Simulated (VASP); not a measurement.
MgO, 2 atoms in the cell. The structure is cubic, space group Fm-3m (No. 225). Conventional cell: a = 4.211 Å, b = 4.211 Å, c = 4.211 Å, α = 90.00°, β = 90.00°, γ = 90.00°. Mg (site symmetry m-3m) has 6 O at 2.11 Å within 2.8 Å. Within 2.8 Å of O (site symmetry m-3m) lie 6 Mg at 2.11 Å. 

| Item | Value |
| --- | --- |
| Program | VASP 6.6.1 |
| Task | G0W0 quasiparticle levels |
| Functional | PBE |
| Potentials or basis | VASP PAW PBE potentials, release 64 (Mg_GW, O_GW) |
| Cutoff | 500 eV |
| k mesh | 2 × 2 × 2 |
| Occupations | gaussian, width 0.01 eV |
| Spin | no spin polarisation |
| Dipole correction | no |
| GW scheme | G0W0 |
| GW iterations | 1 |
| Cutoff of the response function | 200 |
| Frequency points | 48 |
| Empty bands | 357 |
| Further INCAR settings | ALGO = EVGW0; EDIFF = 1e-08; NBANDS = 361 |

Potentials or basis: VASP PAW PBE potentials, release 64 (Mg_GW, O_GW).

Run with:

```console
$ cat potpaw_PBE.64/Mg_GW/POTCAR potpaw_PBE.64/O_GW/POTCAR > POTCAR
$ cp INCAR.step1 INCAR
$ mpirun -np 1 vasp_std > vasp.out
$ cp INCAR.step2 INCAR
$ mpirun -np 1 vasp_std > vasp.out
$ cp INCAR.step3 INCAR
$ mpirun -np 1 vasp_std > vasp.out
```

Hardware: 1 thread of AMD EPYC 7R13 (shared host).

Problem. Estimate the wall time of this run.

Solution. Run time: 32 s on 1 thread of AMD EPYC 7R13, with other jobs on the host, peak memory 0.13 GiB. Counts: k points 3.
